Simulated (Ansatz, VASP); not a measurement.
# Two plane-wave programs on AlNi

INCAR

```
PREC = Accurate
ENCUT = 600
EDIFF = 1E-6
ISMEAR = 0
SIGMA = 0.1
LREAL = False
LASPH = True
NELM = 60
ALGO = Fast
ISIF = 3
LWAVE = False
LCHARG = False
GGA = PE
IBRION = 2
NSW = 100
EDIFFG = -0.01
```

Contents of KPOINTS:

```
regular mesh
0
Gamma
  18 18 18
```

Contents of POSCAR:

```
AlNi
1.0
    3.1969820732      0.0000000000      0.0000000000
   -1.5984910366      2.7686676908      0.0000000000
    0.0000000000      0.0000000000      3.1085422950
Al Ni
1 1
Direct
    0.0000000000      0.0000000000      0.0000000000
    0.6666666667      0.3333333333      0.5000000000
```

Input for Ansatz:

```yaml
crystal:
  lattice:
    - [3.1969820732, 0.0, 0.0]
    - [-1.5984910366, 2.7686676908, 0.0]
    - [0.0, 0.0, 3.108542295]
  atoms:
    - { symbol: Al, position: [0.0, 0.0, 0.0] }
    - { symbol: Ni, position: [0.6666666667, 0.3333333333, 0.5] }
basis:
  ecutwfc: 420
kpoints:
  mp_grid: { grid: [18, 18, 18] }
hamiltonian:
  xc: pbe
scf:
  occupations: { method: gaussian, width: 0.1 }
output:
  forces: true
  stress: true
  eigenvalues: true
  write_density: true
  write_potential: true
  elf: true
  volumetric_format: npy
relax:
  adjacent_minimum: "off"
  f_tol: 0.01
  max_steps: 80
  cell: { stress_tol: 0.05 }
```

Change from the starting cell: species swapped into the WC type (P-6m2, No. 187).

Alike in both runs: task relaxation of cell and atoms; functional PBE; k mesh 18 × 18 × 18; occupations gaussian, width 0.1 eV; no spin polarisation.

|  | VASP | Ansatz |
| --- | --- | --- |
| version | VASP 6.6.1 | Ansatz 0.2.0 |
| potentials or method | VASP PAW PBE potentials, release 64 (Al, Ni), cutoff 600 eV | scalar-relativistic, plane waves, PAW |
| valence electrons in the cell | 13 | 21 |

```csv
,VASP,Ansatz,Ansatz less VASP
"gap on the k mesh at the Fermi level, each at its own relaxed structure (eV)",none,none,-
relaxed volume (Å³/atom),12.58,12.58,0.000
relaxed cell length with the largest relative difference (Å),3.820,3.822,+0.0019
```

A gap of «none» marks a metal or a gap that the smearing closes. VASP's potentials hold 13 valence electrons a cell and Ansatz's 21, so a difference there can come from the potentials and not from the codes.
